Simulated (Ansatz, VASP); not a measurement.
Na: VASP beside Ansatz

```xyz
1
Lattice="0.0000 2.5648 2.5648 2.5648 0.0000 2.5648 2.5648 2.5648 0.0000" Properties=species:S:1:pos:R:3 pbc="T T T"
Na    0.0000    0.0000    0.0000
```

Alike in both runs: functional PBE; dispersion D3(BJ); k mesh 14 × 14 × 14; occupations gaussian, width 0.1 eV; no spin polarisation.

Ansatz relaxed the structure, and its values are those at the end. VASP's run is a single point on that final structure, the one shown.

|  | VASP | Ansatz |
| --- | --- | --- |
| version | VASP 6.6.1 | Ansatz 0.2.0 |
| potentials or method | VASP PAW PBE potentials, release 64 (Na_pv), cutoff 520 eV | scalar-relativistic, plane waves, PAW |
| valence electrons in the cell | 7 | 9 |

Ansatz gave:

- gap on the k mesh at the Fermi level (eV): none
- pressure (GPa): 0.1

Estimate VASP's values.

gap on the k mesh at the Fermi level (eV): none; pressure (GPa): 0.0.

A gap of «none» marks a metal or a gap that the smearing closes. VASP's potentials hold 7 valence electrons a cell and Ansatz's 9, so a difference there can come from the potentials and not from the codes.
